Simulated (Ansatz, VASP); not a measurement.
**Sr3HfBi: VASP beside Ansatz**

Contents of INCAR:

```
SYSTEM = Sr3HfBi
PREC = Accurate ; ENCUT = 500
EDIFF = 1E-7 ; ISMEAR = 0
SIGMA = 0.2 ; LREAL = .FALSE.
LASPH = .TRUE. ; NELM = 120
ALGO = Normal ; ISIF = 3
LWAVE = .FALSE. ; LCHARG = .FALSE.
GGA = PE ; IBRION = 2
NSW = 80 ; EDIFFG = -0.025
GGA_COMPAT = .FALSE. ; NELMIN = 4
KPAR = 4
```

KPOINTS

```
Automatic mesh
0
G
  4 4 4
  0 0 0
```

File POSCAR:

```
Sr3HfBi
1.0
    6.4307064592     -2.1348363553     -0.0013293352
    0.5519328947     -2.1491833927      7.0910861760
    0.0648340131     -8.3303369784      0.0693567174
Sr Hf Bi
6 2 2
Direct
    0.9744469345      0.9490138417      0.5363969552
    0.9545952798      0.9102804260      0.0094380467
    0.3774041195      0.1623781359      0.5906015703
    0.3687170133      0.1654016877      0.1076189890
    0.8083546635      0.4724529062      0.6826330936
    0.8250155954      0.4714719611      0.2006289474
    0.3163257768      0.6298932115      0.7442260942
    0.2878468358      0.6542645955      0.2784820655
    0.5291154556      0.7944847451      0.9239694552
    0.5581783261      0.7903584894      0.4260047827
```

Input for Ansatz:

```yaml
crystal:
  lattice:
    - [6.4307064592, -2.1348363553, -0.0013293352]
    - [0.5519328947, -2.1491833927, 7.091086176]
    - [0.0648340131, -8.3303369784, 0.0693567174]
  atoms:
    - { symbol: Sr, position: [0.9744469345, 0.9490138417, 0.5363969552] }
    - { symbol: Sr, position: [0.9545952798, 0.910280426, 0.0094380467] }
    - { symbol: Sr, position: [0.3774041195, 0.1623781359, 0.5906015703] }
    - { symbol: Sr, position: [0.3687170133, 0.1654016877, 0.107618989] }
    - { symbol: Sr, position: [0.8083546635, 0.4724529062, 0.6826330936] }
    - { symbol: Sr, position: [0.8250155954, 0.4714719611, 0.2006289474] }
    - { symbol: Hf, position: [0.3163257768, 0.6298932115, 0.7442260942] }
    - { symbol: Hf, position: [0.2878468358, 0.6542645955, 0.2784820655] }
    - { symbol: Bi, position: [0.5291154556, 0.7944847451, 0.9239694552] }
    - { symbol: Bi, position: [0.5581783261, 0.7903584894, 0.4260047827] }
basis:
  ecutwfc: 420
kpoints:
  mp_grid: { grid: [4, 4, 4] }
hamiltonian:
  xc: pbe
scf:
  occupations: { method: gaussian, width: 0.2 }
  lower_state_search: "off"
output:
  forces: true
  stress: true
  eigenvalues: true
relax:
  adjacent_minimum: "off"
  f_tol: 0.025
  max_steps: 60
  cell: { stress_tol: 0.25 }
```

Change from the starting cell: cell x2, atoms moved at random (sigma 0.15 Å) and cell strained at random (1.5 %), then relaxed without symmetry.

Alike in both runs: task relaxation of cell and atoms; functional PBE; k mesh 4 × 4 × 4; occupations gaussian, width 0.2 eV; no spin polarisation.

```csv
,VASP,Ansatz
version,VASP 6.6.1,Ansatz 0.2.0
potentials or method,"VASP PAW PBE potentials, release 64 (Sr_sv, Hf_pv, Bi_d), cutoff 500 eV","scalar-relativistic, plane waves, PAW"
valence electrons in the cell,110,142
```

```csv
,VASP,Ansatz,Ansatz less VASP
"gap on the k mesh at the Fermi level, each at its own relaxed structure (eV)",none,none,-
relaxed volume (Å³/atom),39.58,39.62,+0.038
relaxed length of the cell vector where the two differ most in proportion (Å),8.300,8.305,+0.0051
```

A gap of «none» marks a metal or a gap that the smearing closes. VASP's potentials hold 110 valence electrons a cell and Ansatz's 142, so a difference there can come from the potentials and not from the codes.

Neither program's run includes spin-orbit coupling.
